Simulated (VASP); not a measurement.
# Nb (I4/mmm) in VASP: a series of runs

Nb is run at these levels: PBEsol; tasks: single point.

All numbers are computed with VASP 6.6.1; they aren't measurements. Logs are shortened: lines on timing, memory, paths and dates and some standing lists are left out, and cuts for length are marked.

**1. The cell of the first run**

Symmetry: I4/mmm, No. 139, tetragonal system. The conventional cell has a = 3.081 Å, b = 3.081 Å, c = 4.230 Å, α = 90.00°, β = 90.00°, γ = 90.00°. Within 4.0 Å of Nb (site symmetry 4/mmm) lie 12 Nb at 3.04 to 3.08 Å.

**2. Single point, PBEsol (equal xx and yy strain of +3 %)**

Input file INCAR:

```
PREC     = Accurate       # precision mode
ENCUT    = 520            # plane-wave cutoff, eV
EDIFF    = 1E-6           # SCF threshold, eV
ISMEAR   = -1             # smearing method
SIGMA    = 0.08           # smearing width, eV
LREAL    = False          # projectors in reciprocal space
LASPH    = True           # aspherical terms in the spheres
NELM     = 60             # most SCF steps
ALGO     = Normal         # electronic algorithm
ISIF     = 2              # what is computed and relaxed
LWAVE    = False          # write WAVECAR
LCHARG   = False          # write CHGCAR
GGA      = PS             # functional
NBANDS   = 12             # bands
```

Input file KPOINTS:

```
Automatic mesh
0
Gamma
  13 13 13
```

Input file POSCAR:

```
Nb
1.0
    0.0000000000      2.1784500000      2.1150000000
    2.1784500000      0.0000000000      2.1150000000
    2.1784500000      2.1784500000      0.0000000000
Nb
1
Direct
    0.0000000000      0.0000000000      0.0000000000
```

Potentials or basis: VASP PAW PBE potentials, release 64 (Nb_sv).

Command:

```console
$ cat potpaw_PBE.64/Nb_sv/POTCAR > POTCAR
$ mpirun -np 1 vasp_std > vasp.out
```

OUTCAR:

```text
PREC = Accurate
   ENCUT = 520
   EDIFF = 1E-6
   ISMEAR = -1
   LREAL = False
   LASPH = True
   NELM = 60
   ISIF = 2
   GGA = PS

 ion  position               nearest neighbor table
   1  0.000  0.000  0.000-

  LATTYP: Found a body centered tetragonal cell.
 ALAT       =     3.0807935350
 C/A-ratio  =     1.3730228761

  Lattice vectors:

 A1 = (   0.0000000000,  -2.1784500000,  -2.1150000000)
 A2 = (   0.0000000000,   2.1784500000,  -2.1150000000)
 A3 = (   2.1784500000,   0.0000000000,   2.1150000000)

Analysis of symmetry for initial positions (statically):
=====================================================================
 Subroutine PRICEL returns:
 Original cell was already a primitive cell.

 Routine SETGRP: Setting up the symmetry group for a
 body centered tetragonal supercell.

 Subroutine GETGRP returns: Found 16 space group operations
 (whereof 16 operations were pure point group operations)
 out of a pool of 16 trial point group operations.

The static configuration has the point symmetry D_4h.

Analysis of symmetry for dynamics (positions and initial velocities):
=====================================================================
 Subroutine PRICEL returns:
 Original cell was already a primitive cell.

 Routine SETGRP: Setting up the symmetry group for a
 body centered tetragonal supercell.

 Subroutine GETGRP returns: Found 16 space group operations
 (whereof 16 operations were pure point group operations)
 out of a pool of 16 trial point group operations.

The dynamic configuration has the point symmetry D_4h.

 Subroutine INISYM returns: Found 16 space group operations
 (whereof 16 operations are pure point group operations),
 and found     1 'primitive' translations

----------------------------------------------------------------------------------------

                                     Primitive cell

  volume of cell :      20.0741

  direct lattice vectors                    reciprocal lattice vectors
     0.000000000  2.178450000  2.115000000    -0.229520990  0.229520990  0.236406619
     2.178450000  0.000000000  2.115000000     0.229520990 -0.229520990  0.236406619
     2.178450000  2.178450000  0.000000000     0.229520990  0.229520990 -0.236406619

  length of vectors
     3.036259113  3.036259113  3.080793535     0.401556794  0.401556794  0.401556794

  position of ions in fractional coordinates (direct lattice)
[... 82 lines left out ...]
   NFREE  =      0    steps in history (QN), initial steepest desc. (CG)
   ISIF   =      2    stress and relaxation
   ISYM   =      2    0-nonsym 1-usesym 2-fastsym
   POTIM  = 0.5000    time-step for ionic-motion
   TEBEG  =    0.0;   TEEND  =   0.0 temperature during run
   PSTRESS=    0.0 pullay stress
   NELECT =      13.0000    total number of electrons
   NUPDOWN=      -1.0000    fix difference up-down
   EMIN   =  10.00;   EMAX   =-10.00  energy-range for DOS
   EFERMI =   0.00;   METHOD = LEGACY
   ISMEAR =    -1;   SIGMA  =   0.08  broadening in eV -4-tet -1-fermi 0-gaus
   EFERMI_NEDOS =   21; number of points for ismear=-14 and -15
   IALGO  =     38    algorithm
   IMIX   =      4    mixing-type and parameters
     AMIX     =   0.40;   BMIX     =  1.00
     AMIX_MAG =   1.60;   BMIX_MAG =  1.00
  volume/ion in A,a.u.               =      20.07       135.47
  Fermi-wavevector in a.u.,A,eV,Ry     =   1.416372  2.676556 27.294791  2.006111
  Thomas-Fermi vector in A             =   2.537714
   LORBIT       =      0    0 simple, 1 ext, 2 COOP (PROOUT), +10 PAW based schemes
   GGA     = PS    functional components
   LHFCALC =     F    Hartree Fock is set to
   AEXX    =    0.0000 exact exchange contribution
   IVDW    =     0    specifies the selected vdW correction
   LEPSILON=     F    determine dielectric tensor
   LRPA    =     F    only Hartree local field effects (RPA)
 non-spin polarized calculation
  energy-cutoff  :      520.00
  volume of cell :       20.07
 maximum number of plane-waves:       552
   NGX = 11   NGY = 11   NGZ = 11

 number of electron      12.9999999 magnetization

 Free energy of the ion-electron system (eV)
  ---------------------------------------------------
  ext. energy  EPLUGINS =         0.00000000
  ---------------------------------------------------
  free energy    TOTEN  =       -10.53198939 eV

  energy without entropy =      -10.49850922  energy(sigma->0) =      -10.51524931

 E-fermi :   9.9068     XC(G=0): -12.0799

 val. band max:        9.9058125627   @ k =   0.4615   0.2308   0.0000
 cond. band min:       9.9254406125   @ k =   0.3846   0.1538   0.0769
 fundamental gap:      0.0196280499
 Fermi energy:         9.9067781606

 k-point     1 :       0.0000    0.0000    0.0000
  band No.  band energies     occupation
      1     -44.8565      2.00000
      2     -20.3745      2.00000
      3     -20.3737      2.00000
      4     -20.3737      2.00000
      5       3.8512      2.00000
      6       9.9658      0.64678
      7       9.9658      0.64678
      8      10.2813      0.01836
      9      12.2115      0.00000
     10      12.6158      0.00000
     11      21.6865      0.00000
     12      25.8550      0.00000
[... 331 lines left out ...]
 k-point    24 :       0.4615    0.1538    0.0000
  band No.  band energies     occupation
      1     -44.7027      2.00000
      2     -21.2270      2.00000
      3     -20.5940      2.00000
      4     -20.5723      2.00000
      5       6.9022      2.00000
      6       9.0407      1.99996
      7       9.9697      0.62608
      8      10.4942      0.00129
      9      14.3547      0.00000
     10      14.6614      0.00000
     11      19.8820      0.00000
     12      23.2176      0.00000

 [... further k-points ...]

------------------------ aborting loop because EDIFF is reached ----------------------------------------

  FORCE on cell =-STRESS in cart. coord.  units (eV):
  Direction    XX          YY          ZZ          XY          YZ          ZX
  --------------------------------------------------------------------------------------
  -------------------------------------------------------------------------------------
  Total       -1.6224821     -1.6224821     -2.4034958      0.0000000      0.0000000      0.0000000
  in kB     -129.4955741   -129.4955741   -191.8308200      0.0000000      0.0000000      0.0000000
  external PRESSURE =    -150.2739894 kB  Pullay stress =       0.0000000 kB

 VOLUME and BASIS-vectors are now :
 -----------------------------------------------------------------------------
  energy-cutoff  :      520.00
  volume of cell :       20.07
      direct lattice vectors                 reciprocal lattice vectors
     0.000000000  2.178450000  2.115000000    -0.229520990  0.229520990  0.236406619
     2.178450000  0.000000000  2.115000000     0.229520990 -0.229520990  0.236406619
     2.178450000  2.178450000  0.000000000     0.229520990  0.229520990 -0.236406619

 POSITION                                       TOTAL-FORCE (eV/Angst)
 -----------------------------------------------------------------------------------
      0.00000      0.00000      0.00000         0.000000      0.000000      0.000000
 -----------------------------------------------------------------------------------
    total drift:                               -0.000000     -0.000000     -0.000000

  FREE ENERGIE OF THE ION-ELECTRON SYSTEM (eV)
  ---------------------------------------------------
  free  energy   TOTEN  =       -10.5319893933 eV

  energy  without entropy=      -10.4985092227  energy(sigma->0) =      -10.51524931
```

OSZICAR:

```text
N       E                     dE             d eps       ncg     rms          rms(c)
DAV:   1     0.113510943174E+03    0.11351E+03   -0.72043E+03  4720   0.106E+03
DAV:   2    -0.628787075725E+01   -0.11980E+03   -0.11564E+03  5132   0.380E+02
DAV:   3    -0.108517750759E+02   -0.45639E+01   -0.43771E+01  6780   0.650E+01
DAV:   4    -0.111455519780E+02   -0.29378E+00   -0.29157E+00  6668   0.153E+01
DAV:   5    -0.111573083295E+02   -0.11756E-01   -0.11750E-01  6980   0.250E+00    0.633E+00
DAV:   6    -0.105998031703E+02    0.55751E+00   -0.85961E-01  7472   0.109E+01    0.217E+00
DAV:   7    -0.105297853174E+02    0.70018E-01   -0.22680E-01  7776   0.549E+00    0.102E+00
DAV:   8    -0.105319476727E+02   -0.21624E-02   -0.12992E-02  5660   0.147E+00    0.486E-02
DAV:   9    -0.105319760412E+02   -0.28369E-04   -0.81132E-04  7788   0.309E-01    0.243E-02
DAV:  10    -0.105319898141E+02   -0.13773E-04   -0.13890E-05  5756   0.464E-02    0.982E-03
DAV:  11    -0.105319893933E+02    0.42076E-06   -0.81183E-06  7604   0.403E-02
   1 F= -.10531989E+02 E0= -.10515249E+02  d E =-.334802E-01
```

It took 28 s on 1 thread of AMD EPYC 9R14 (Zen 4), shared host; peak memory 0.14 GiB.

What came out:

* Free energy: -10.5320 eV
* Pressure: -15.0 GPa

Caveat: the cell differs from its parent crystal (equal xx and yy strain of +3 %); the PAW data sets were made with another functional, which shifts forces and pressure a little.

**3. Single point, PBEsol (zz strain of -1 %)**

Input file INCAR:

```
SYSTEM = Nb
  ALGO = Normal
  EDIFF = 1E-6
  ENCUT = 520
  GGA = PS
  ISIF = 2
  ISMEAR = -1
  LASPH = .True.
  LCHARG = .False.
  LREAL = .False.
  LWAVE = .False.
  NBANDS = 12
  NELM = 60
  PREC = Accurate
  SIGMA = 0.08
```

Input file KPOINTS:

```
k-points
0
Gamma
  13 13 13
  0 0 0
```

Input file POSCAR:

```
Nb
1.0
    0.0000000000      2.1150000000      2.0938500000
    2.1150000000      0.0000000000      2.0938500000
    2.1150000000      2.1150000000      0.0000000000
Nb
1
Direct
    0.0000000000      0.0000000000      0.0000000000
```

Potentials or basis: VASP PAW PBE potentials, release 64 (Nb_sv).

Command:

```console
$ cat potpaw_PBE.64/Nb_sv/POTCAR > POTCAR
$ mpirun -np 1 vasp_std > vasp.out
```

Run time: 23 s. Hardware: 1 thread of Intel Xeon Platinum 8259CL at 2.50GHz (Skylake/Cascade Lake), shared host; peak memory 0.17 GiB.

It converged, with:

```yaml
Free_energy: -10.6113 eV
Pressure: -5.4 GPa
```

Stress tensor (GPa, compression positive):
```
-4.51  0.00  0.00
 0.00 -4.51  0.00
 0.00  0.00 -7.26
```

Levels at points of the mesh, in eV from the Fermi level:
```
           k point  band 2  band 3  band 4  band 5  band 6  band 7  band 8  band 9  band 10  band 11
(0.00, 0.00, 0.00)  -30.08  -30.08  -30.08   -6.24    0.08    0.08    0.20    2.64     2.80    11.86
```

Caveat: the cell differs from its parent crystal (zz strain of -1 %); the PAW data sets were made with another functional, which shifts forces and pressure a little.

**4. Single point, PBEsol (zz strain of +1 %)**

Input file INCAR:

```
SYSTEM = Nb
ALGO = Normal
EDIFF = 1E-6
ENCUT = 520
GGA = PS
ISIF = 2
ISMEAR = -1
LASPH = .True.
LCHARG = .True.
LELF = .True.
LREAL = .False.
LVHAR = .True.
LWAVE = .False.
NBANDS = 12
NELM = 60
PREC = Accurate
SIGMA = 0.08
```

KPOINTS is that of step 3.

Input file POSCAR:

```
Nb
1.0
    0.0000000000      2.1150000000      2.1361500000
    2.1150000000      0.0000000000      2.1361500000
    2.1150000000      2.1150000000      0.0000000000
Nb
1
Direct
    0.0000000000      0.0000000000      0.0000000000
```

Command:

```console
$ cat potpaw_PBE.64/Nb_sv/POTCAR > POTCAR
$ mpirun -np 1 vasp_std > vasp.out
```

Run time: 25 s. Hardware: 1 thread of Intel Xeon Platinum 8259CL at 2.50GHz (Skylake/Cascade Lake), shared host; peak memory 0.17 GiB.

The run converged. Its results:

- Free energy: -10.5952 eV
- Pressure: -8.4 GPa

Stress tensor (GPa, compression positive):
```
-9.23  0.00  0.00
 0.00 -9.23  0.00
 0.00  0.00 -6.83
```

Levels at points of the mesh, in eV from the Fermi level:
```csv
k point,band 2,band 3,band 4,band 5,band 6,band 7,band 8,band 9,band 10,band 11
"(0.00, 0.00, 0.00)",-30.14,-30.14,-30.14,-6.19,0.06,0.17,0.17,2.58,2.73,11.83
```

Caveat: the cell differs from its parent crystal (zz strain of +1 %); the PAW data sets were made with another functional, which shifts forces and pressure a little.

**5. The runs side by side**

```csv
cell,gap on the mesh (eV),pressure (GPa)
"a = 3.036, b = 3.036, c = 3.081 Å, angles 59.5, 59.5, 61.0°, 1 atom",none,-15.0
"a = 2.976, b = 2.976, c = 2.991 Å, angles 59.8, 59.8, 60.3°, 1 atom",none,-5.4
"a = 3.006, b = 3.006, c = 2.991 Å, angles 60.2, 60.2, 59.7°, 1 atom",none,-8.4
```

Alike in all rows: task single point; level PBEsol; potentials or basis VASP PAW PBE potentials, release 64 (Nb_sv); no spin polarisation; k mesh 13 × 13 × 13; cutoff (eV) 520; smearing fermi-dirac 0.08 eV.

Caveats: the PAW data sets were made with another functional, which shifts forces and pressure a little.

Total energies depend on the potentials used, so only differences within one code and one set of settings carry meaning.
